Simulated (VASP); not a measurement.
# TaN (P-6m2) in VASP: notebook

The runs below take TaN through single point, relaxation of cell and atoms, with r2SCAN.

Everything below comes from runs of VASP 6.6.1. Logs are shortened: lines on timing, memory, paths and dates and some standing lists are left out, and cuts for length are marked.

**1. The cell of the first run**

Symmetry: P-6m2, No. 187, hexagonal system. Conventional cell: a = 2.936 Å, b = 2.936 Å, c = 2.885 Å, α = 90.00°, β = 90.00°, γ = 120.00°. Within 2.9 Å of Ta (site symmetry -6m2) lie 6 N at 2.23 Å and 2 Ta at 2.88 Å. Within 2.9 Å of N (site symmetry -6m2) lie 6 Ta at 2.23 Å and 2 N at 2.88 Å.

**2. Single point, r2SCAN**

Contents of POSCAR:

```
TaN
1.0
    2.9361543272      0.0000000000      0.0000000000
   -1.4680771636      2.5427842368      0.0000000000
    0.0000000000      0.0000000000      5.7692371053
Ta N
2 2
Direct
    0.3333333333      0.6666666667      0.2500000000
    0.3333333333      0.6666666667      0.7500000000
    0.0000000000      0.0000000000      0.0000000000
    0.0000000000      0.0000000000      0.5000000000
```

Contents of INCAR.step1:

```
PREC     = Accurate       # precision mode
ENCUT    = 520            # plane-wave cutoff, eV
ISMEAR   = 0              # smearing method
SIGMA    = 0.15           # smearing width, eV
LREAL    = F              # projectors in reciprocal space
LASPH    = T              # aspherical terms in the spheres
NELM     = 80             # most SCF steps
NBANDS   = 24             # bands
GGA      = PE             # functional
ALGO     = Normal         # electronic algorithm
EDIFF    = 1E-4           # SCF threshold, eV
LWAVE    = T              # write WAVECAR
LCHARG   = F              # write CHGCAR
```

Contents of INCAR.step2:

```
PREC     = Accurate       # precision mode
ENCUT    = 520            # plane-wave cutoff, eV
EDIFF    = 1E-6           # SCF threshold, eV
ISMEAR   = 0              # smearing method
SIGMA    = 0.15           # smearing width, eV
LREAL    = F              # projectors in reciprocal space
LASPH    = T              # aspherical terms in the spheres
NELM     = 80             # most SCF steps
ALGO     = Normal         # electronic algorithm
ISIF     = 2              # what is computed and relaxed
LWAVE    = F              # write WAVECAR
LCHARG   = F              # write CHGCAR
METAGGA  = R2SCAN         # meta-GGA
LMIXTAU  = T            
NBANDS   = 24             # bands
ISTART   = 1
```

Contents of KPOINTS:

```
Automatic mesh
0
Gamma
  12 12 6
```

Potentials or basis: VASP PAW PBE potentials, release 64 (Ta_pv, N).

The run is started by

```sh
> cat potpaw_PBE.64/Ta_pv/POTCAR potpaw_PBE.64/N/POTCAR > POTCAR
> cp INCAR.step1 INCAR
> mpirun -np 1 vasp_std > vasp.out
> cp INCAR.step2 INCAR
> mpirun -np 1 vasp_std > vasp.out
```

OUTCAR:

```text
PREC = Accurate
   ENCUT = 520
   EDIFF = 1E-6
   ISMEAR = 0
   LREAL = F
   LASPH = T
   NELM = 80
   ISIF = 2
   METAGGA = R2SCAN
   ISTART = 1

 ion  position               nearest neighbor table
   1  0.333  0.667  0.250-   3 2.23   4 2.23   3 2.23   4 2.23   3 2.23   4 2.23   2 2.88   2 2.88

   2  0.333  0.667  0.750-   3 2.23   4 2.23   3 2.23   4 2.23   3 2.23   4 2.23   1 2.88   1 2.88

   3  0.000  0.000  0.000-   1 2.23   2 2.23   1 2.23   2 2.23   1 2.23   2 2.23
   4  0.000  0.000  0.500-   1 2.23   2 2.23   1 2.23   2 2.23   1 2.23   2 2.23

  LATTYP: Found a hexagonal cell.
 ALAT       =     2.9361543272
 C/A-ratio  =     1.9648957318

  Lattice vectors:

 A1 = (   2.9361543272,   0.0000000000,   0.0000000000)
 A2 = (  -1.4680771636,   2.5427842368,   0.0000000000)
 A3 = (   0.0000000000,   0.0000000000,   5.7692371053)

Analysis of symmetry for initial positions (statically):
=====================================================================
 Subroutine PRICEL returns following result:

  LATTYP: Found a hexagonal cell.
 ALAT       =     2.9361543272
 C/A-ratio  =     0.9824478659

  Lattice vectors:

 A1 = (   2.9361543272,   0.0000000000,   0.0000000000)
 A2 = (  -1.4680771636,   2.5427842368,   0.0000000000)
 A3 = (   0.0000000000,   0.0000000000,   2.8846185527)

   2 primitive cells build up your supercell.

 Routine SETGRP: Setting up the symmetry group for a
 hexagonal supercell.

 Subroutine GETGRP returns: Found 12 space group operations
 (whereof 12 operations were pure point group operations)
 out of a pool of 24 trial point group operations.

The static configuration has the point symmetry D_3h.

Analysis of symmetry for dynamics (positions and initial velocities):
=====================================================================
 Subroutine PRICEL returns following result:

  LATTYP: Found a hexagonal cell.
 ALAT       =     2.9361543272
 C/A-ratio  =     0.9824478659

  Lattice vectors:

 A1 = (   2.9361543272,   0.0000000000,   0.0000000000)
 A2 = (  -1.4680771636,   2.5427842368,   0.0000000000)
 A3 = (   0.0000000000,   0.0000000000,   2.8846185527)

   2 primitive cells build up your supercell.

 Routine SETGRP: Setting up the symmetry group for a
 hexagonal supercell.

 Subroutine GETGRP returns: Found 12 space group operations
 (whereof 12 operations were pure point group operations)
 out of a pool of 24 trial point group operations.

The dynamic configuration has the point symmetry D_3h.

 Subroutine INISYM returns: Found 12 space group operations
 (whereof 12 operations are pure point group operations),
 and found     2 'primitive' translations

----------------------------------------------------------------------------------------

                                     Primitive cell

  volume of cell :      21.5366

  direct lattice vectors                    reciprocal lattice vectors
     2.936154327  0.000000000  0.000000000     0.340581553  0.196634851  0.000000000
    -1.468077164  2.542784237  0.000000000     0.000000000  0.393269702  0.000000000
     0.000000000  0.000000000  2.884618553     0.000000000  0.000000000  0.346666286

  length of vectors
     2.936154327  2.936154327  2.884618553     0.393269702  0.393269702  0.346666286

  position of ions in fractional coordinates (direct lattice)
     0.333333333  0.666666667  0.500000000
     0.000000000  0.000000000  0.000000000

  ion indices of the primitive-cell ions
   primitive index   ion index
                 1           1
                 2           3

----------------------------------------------------------------------------------------

 KPOINTS: Automatic mesh

Automatic generation of k-mesh.
 Grid dimensions read from file:
 generate k-points for:   12   12    6

 Generating k-lattice:

  Cartesian coordinates                     Fractional coordinates (reciprocal lattice)
     0.028381796  0.016386238  0.000000000     0.083333333  0.000000000  0.000000000
     0.000000000  0.032772475  0.000000000     0.000000000  0.083333333  0.000000000
     0.000000000  0.000000000  0.028888857     0.000000000  0.000000000  0.166666667

  Length of vectors
     0.032772475  0.032772475  0.028888857

  Shift w.r.t. Gamma in fractional coordinates (k-lattice)
     0.000000000  0.000000000  0.000000000

 Subroutine IBZKPT returns following result:
 ===========================================

 Found     76 irreducible k-points:

 Following reciprocal coordinates:
            Coordinates               Weight
  0.000000  0.000000  0.000000      1.000000
  0.083333 -0.000000  0.000000      6.000000
  0.166667 -0.000000  0.000000      6.000000
  0.250000  0.000000  0.000000      6.000000
  0.333333  0.000000  0.000000      6.000000
  0.416667 -0.000000  0.000000      6.000000
[... 16 lines left out ...]
  0.250000  0.000000  0.166667     12.000000
  0.333333  0.000000  0.166667     12.000000
 [... further k-points ...]
   k-points           NKPTS =     76   k-points in BZ     NKDIM =     76   number of bands    NBANDS=     24
   number of dos      NEDOS =    301   number of ions     NIONS =      4
   total plane-waves  NPLWV =  27648
   dimension x,y,z NGX =    24 NGY =   24 NGZ =   48
   dimension x,y,z NGXF=    48 NGYF=   48 NGZF=   96
   ions per type =               2   2
   NGX,Y,Z   is equivalent  to a cutoff of  13.59, 13.59, 13.83 a.u.
   NGXF,Y,Z  is equivalent  to a cutoff of  27.18, 27.18, 27.66 a.u.
 SYSTEM =  unknown system
   PREC   = accura    normal or accurate (medium, high low for compatibility)
   ISTART =      1    job   : 0-new  1-cont  2-samecut
   ICHARG =      0    charge: 1-file 2-atom 10-const
   ISPIN  =      1    spin polarized calculation?
   LNONCOLLINEAR =      F non collinear calculations
   LSORBIT =      F    spin-orbit coupling
   LASPH  =      T    aspherical Exc in radial PAW
   ENCUT  =  520.0 eV  38.22 Ry    6.18 a.u.   5.46  5.46 10.73*2*pi/ulx,y,z
   NELM   =     80;   NELMIN=  2; NELMDL=  0     # of ELM steps
   EDIFF  = 0.1E-05   stopping-criterion for ELM
   LREAL  =      F    real-space projection
   EDIFFG = 0.1E-04   stopping-criterion for IOM
   NSW    =      0    number of steps for IOM
   IBRION =     -1    ionic relax: 0-MD 1-quasi-New 2-CG
   NFREE  =      0    steps in history (QN), initial steepest desc. (CG)
   ISIF   =      2    stress and relaxation
   ISYM   =      2    0-nonsym 1-usesym 2-fastsym
   POTIM  = 0.5000    time-step for ionic-motion
   TEBEG  =    0.0;   TEEND  =   0.0 temperature during run
   PSTRESS=    0.0 pullay stress
   NELECT =      32.0000    total number of electrons
   NUPDOWN=      -1.0000    fix difference up-down
   EMIN   =  10.00;   EMAX   =-10.00  energy-range for DOS
   EFERMI =   0.00;   METHOD = LEGACY
   ISMEAR =     0;   SIGMA  =   0.15  broadening in eV -4-tet -1-fermi 0-gaus
   EFERMI_NEDOS =   21; number of points for ismear=-14 and -15
   IALGO  =     38    algorithm
   IMIX   =      4    mixing-type and parameters
     AMIX     =   0.40;   BMIX     =  1.00
     AMIX_MAG =   1.60;   BMIX_MAG =  1.00
  volume/ion in A,a.u.               =      10.77        72.67
  Fermi-wavevector in a.u.,A,eV,Ry     =   1.482709  2.801914 29.911398  2.198426
  Thomas-Fermi vector in A             =   2.596461
   LORBIT       =      0    0 simple, 1 ext, 2 COOP (PROOUT), +10 PAW based schemes
   METAGGA = R2SCAN    functional components
   LHFCALC =     F    Hartree Fock is set to
   AEXX    =    0.0000 exact exchange contribution
   IVDW    =     0    specifies the selected vdW correction
   LEPSILON=     F    determine dielectric tensor
   LRPA    =     F    only Hartree local field effects (RPA)
 non-spin polarized calculation
 Gauss-broadening in eV      SIGMA  =   0.15
  energy-cutoff  :      520.00
  volume of cell :       43.07
 maximum number of plane-waves:      1187
 NGX is ok and might be reduce to    24
   NGX = 11   NGY = 11   NGZ = 21

 number of electron      32.0000001 magnetization

 Free energy of the ion-electron system (eV)
  ---------------------------------------------------
  ext. energy  EPLUGINS =         0.00000000
  ---------------------------------------------------
  free energy    TOTEN  =      -120.79225486 eV

  energy without entropy =     -120.79097050  energy(sigma->0) =     -120.79161268

 E-fermi :   8.2660     XC(G=0): -14.3526

 val. band max:        8.2571719012   @ k =   0.3333   0.3333   0.0000
 cond. band min:       8.3920784111   @ k =   0.0833  -0.0000   0.0000
 fundamental gap:      0.1349065099
 Fermi energy:         8.2660079540

 k-point     1 :       0.0000    0.0000    0.0000
  band No.  band energies     occupation
      1     -28.8617      2.00000
      2     -27.9163      2.00000
      3     -27.6517      2.00000
      4     -27.6517      2.00000
      5     -27.5700      2.00000
      6     -27.5700      2.00000
[... 16 lines left out ...]
     23      11.9758      0.00000
     24      12.4561      0.00000

 k-point     2 :       0.0833   -0.0000    0.0000
  band No.  band energies     occupation
      1     -28.8435      2.00000
      2     -27.9064      2.00000
      3     -27.7299      2.00000
      4     -27.6682      2.00000
      5     -27.6399      2.00000
      6     -27.5852      2.00000
[... 16 lines left out ...]
     23      12.1571      0.00000
     24      12.3804      0.00000

 k-point     3 :       0.1667   -0.0000    0.0000
  band No.  band energies     occupation
      1     -28.7937      2.00000
      2     -27.9383      2.00000
      3     -27.8795      2.00000
      4     -27.8274      2.00000
      5     -27.7131      2.00000
      6     -27.6267      2.00000
[... 16 lines left out ...]
     23      12.5664      0.00000
     24      12.9306      0.00000

 k-point     4 :       0.2500    0.0000    0.0000
  band No.  band energies     occupation
      1     -28.7247      2.00000
      2     -28.2120      2.00000
      3     -28.0757      2.00000
      4     -27.8426      2.00000
      5     -27.7738      2.00000
      6     -27.6827      2.00000
[... 16 lines left out ...]
     23      13.4991      0.00000
     24      13.9157      0.00000

 k-point     5 :       0.3333    0.0000    0.0000
  band No.  band energies     occupation
      1     -28.6547      2.00000
      2     -28.4742      2.00000
      3     -28.3155      2.00000
      4     -27.8337      2.00000
      5     -27.8053      2.00000
      6     -27.7382      2.00000
[... 16 lines left out ...]
     23      13.7114      0.00000
     24      14.9610      0.00000

 k-point     6 :       0.4167   -0.0000    0.0000
  band No.  band energies     occupation
      1     -28.6597      2.00000
      2     -28.6028      2.00000
      3     -28.4861      2.00000
      4     -27.8772      2.00000
      5     -27.7784      2.00000
      6     -27.7779      2.00000
[... 16 lines left out ...]
     23      14.0787      0.00000
     24      15.4717      0.00000
[... 379 lines left out ...]
 k-point    21 :       0.0833   -0.0000    0.1667
  band No.  band energies     occupation
      1     -28.7852      2.00000
      2     -27.9745      2.00000
      3     -27.7235      2.00000
      4     -27.6627      2.00000
      5     -27.6459      2.00000
      6     -27.5908      2.00000
[... 16 lines left out ...]
     23      12.3643      0.00000
     24      13.0894      0.00000

 k-point    22 :       0.1667   -0.0000    0.1667
  band No.  band energies     occupation
      1     -28.7367      2.00000
      2     -27.9568      2.00000
      3     -27.9193      2.00000
      4     -27.8346      2.00000
      5     -27.7074      2.00000
      6     -27.6325      2.00000
[... 16 lines left out ...]
     23      13.1034      0.00000
     24      13.1040      0.00000

 k-point    23 :       0.2500    0.0000    0.1667
  band No.  band energies     occupation
      1     -28.6698      2.00000
      2     -28.2042      2.00000
      3     -28.0843      2.00000
      4     -27.9044      2.00000
      5     -27.7678      2.00000
      6     -27.6889      2.00000
[... 16 lines left out ...]
     23      13.1464      0.00000
     24      14.0208      0.00000

 k-point    24 :       0.3333    0.0000    0.1667
  band No.  band energies     occupation
      1     -28.6019      2.00000
      2     -28.4642      2.00000
      3     -28.3254      2.00000
      4     -27.8653      2.00000
      5     -27.8274      2.00000
      6     -27.7446      2.00000
[... 16 lines left out ...]
     23      13.4116      0.00000
     24      14.8492      0.00000

 [... further k-points ...]
[... 5 lines left out ...]
  --------------------------------------------------------------------------------------
  -------------------------------------------------------------------------------------
  Total        0.4074692      0.4074692      0.4775319      0.0000000     -0.0000000     -0.0000000
  in kB       15.1564900     15.1564900     17.7625842      0.0000000     -0.0000000     -0.0000000
  external PRESSURE =      16.0251881 kB  Pullay stress =       0.0000000 kB

 VOLUME and BASIS-vectors are now :
 -----------------------------------------------------------------------------
  energy-cutoff  :      520.00
  volume of cell :       43.07
      direct lattice vectors                 reciprocal lattice vectors
     2.936154327  0.000000000  0.000000000     0.340581553  0.196634851  0.000000000
    -1.468077164  2.542784237  0.000000000     0.000000000  0.393269702  0.000000000
     0.000000000  0.000000000  5.769237105     0.000000000  0.000000000  0.173333143

 POSITION                                       TOTAL-FORCE (eV/Angst)
 -----------------------------------------------------------------------------------
     -0.00000      1.69519      1.44231        -0.000000     -0.000000     -0.000000
     -0.00000      1.69519      4.32693        -0.000000     -0.000000     -0.000000
      0.00000      0.00000      0.00000         0.000000      0.000000      0.000000
      0.00000      0.00000      2.88462         0.000000      0.000000      0.000000
 -----------------------------------------------------------------------------------
    total drift:                                0.000001     -0.000001     -0.000000

  FREE ENERGIE OF THE ION-ELECTRON SYSTEM (eV)
  ---------------------------------------------------
  free  energy   TOTEN  =      -120.7922548630 eV

  energy  without entropy=     -120.7909704959  energy(sigma->0) =     -120.79161268
```

It took 2.5 min on 1 thread of Intel Xeon Platinum 8488C (Sapphire Rapids), shared host; peak memory 0.22 GiB.

Results:

- Free energy: -120.7923 eV
- Pressure: 1.6 GPa
- Band gap on the k mesh: zero (band 16 reaches 8.51 eV, above the bottom of band 17 at 8.14 eV)

Stress tensor (GPa, compression positive):
```
1.52 0.00 0.00
0.00 1.52 0.00
0.00 0.00 1.78
```

Caveat: the PAW data sets were made with another functional, which shifts forces and pressure a little; spin-orbit coupling is left out, which moves the levels of the heavy elements.

[end of part 1 of 2]
